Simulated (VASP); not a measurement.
**NiO: relaxation of cell and atoms with PBE**

NiO:

```xyz
2
Lattice="0.0000 2.0879 2.0879 2.0879 0.0000 2.0879 2.0879 2.0879 0.0000" Properties=species:S:1:pos:R:3 pbc="T T T"
Ni    0.0000    0.0000    0.0000
O     2.0879    2.0879    2.0879
```

```json
{"Program": "VASP 6.6.1", "Task": "relaxation of cell and atoms", "Functional": "PBE", "Potentials or basis": "VASP PAW PBE potentials, release 64 (Ni, O)", "Cutoff": "600 eV", "k mesh": "18 × 18 × 18", "Occupations": "gaussian, width 0.1 eV", "Spin": "collinear spin, ferromagnetic start", "Starting moments": "[1.58, 0.31] μB", "Target pressure": "5 GPa", "Dipole correction": "no", "Further INCAR settings": "ALGO = Normal; EDIFF = 1e-06; IBRION = 2; EDIFFG = -0.008; NSW = 70; ISIF = 3"}
```

```
Relaxed volume                                         : 9.07 Å³/atom
Relaxed cell                                           : a = 2.950 Å, b = 2.950 Å, c = 2.950 Å, α = 60.00°, β = 60.00°, γ = 60.00°
Space group after relaxing (to 0.05 Å)                 : Fm-3m (No. 225)
Energy change on relaxing (the enthalpy is what falls) : +0.8 meV/atom
Ionic steps                                            : 3
Pressure after relaxing                                : 5.0 GPa
Net moment                                             : 1.68 μB per cell
Site moments                                           : Ni +1.39; O +0.25 μB
Valence electrons inside the program's atomic spheres  : Ni 8.99; O 4.98
```

Step by step:
| step | energy change (eV) | largest force (eV/Å) | pressure (GPa) | volume (Å³) |
| --- | --- | --- | --- | --- |
| 1 | 0.0000 | 0.0000 | 4.36 | 18.20 |
| 2 | 0.0029 | 0.0000 | 5.37 | 18.11 |
| 3 | 0.0016 | 0.0000 | 5.01 | 18.15 |

Final structure:
```
CELL_PARAMETERS angstrom
0.00000 2.08580 2.08580
2.08580 0.00000 2.08580
2.08580 2.08580 0.00000
ATOMIC_POSITIONS crystal
Ni 0.00000 0.00000 0.00000
O 0.50000 0.50000 0.50000
```

Levels at points of the mesh, in eV from the Fermi level:
Spin up:
| k point | band 6 | band 7 | band 8 | band 9 | band 10 | band 11 | band 12 | band 13 |
| --- | --- | --- | --- | --- | --- | --- | --- | --- |
| (0.00, 0.00, 0.00) | -3.04 | -2.65 | -2.65 | -2.65 | 1.53 | 17.84 | 18.93 | 18.93 |
| (0.50, 0.00, 0.00) | -1.95 | -1.42 | 0.30 | 0.30 | 5.58 | 9.97 | 14.02 | 14.02 |
| (0.50, 0.50, 0.00) | -2.76 | -2.20 | -1.64 | -1.64 | 6.14 | 10.56 | 12.22 | 16.61 |
Spin down:
| k point | band 5 | band 6 | band 7 | band 8 | band 9 | band 10 |
| --- | --- | --- | --- | --- | --- | --- |
| (0.00, 0.00, 0.00) | -1.87 | -1.87 | -1.87 | -0.66 | -0.66 | 1.87 |
| (0.50, 0.00, 0.00) | -0.97 | -0.97 | -0.60 | 2.17 | 2.17 | 5.74 |
| (0.50, 0.50, 0.00) | -2.85 | -0.77 | -0.77 | -0.23 | 0.31 | 6.58 |

Wall time 2.2 min on 1 thread of AMD EPYC 9R45 96-Core Processor (Zen 5) (shared host), peak memory 0.2 GiB.

Caveat: the cell is relaxed towards a set pressure, so the enthalpy falls and the energy may rise; a cell with one magnetic atom can't hold antiferromagnetic order, which such compounds often take; semilocal functionals often make such compounds metallic where correlation or magnetic order opens a gap, which also shifts bond lengths. With open d or f shells a metallic result of PBE can be an artefact of self-interaction; +U or a hybrid may open a gap.
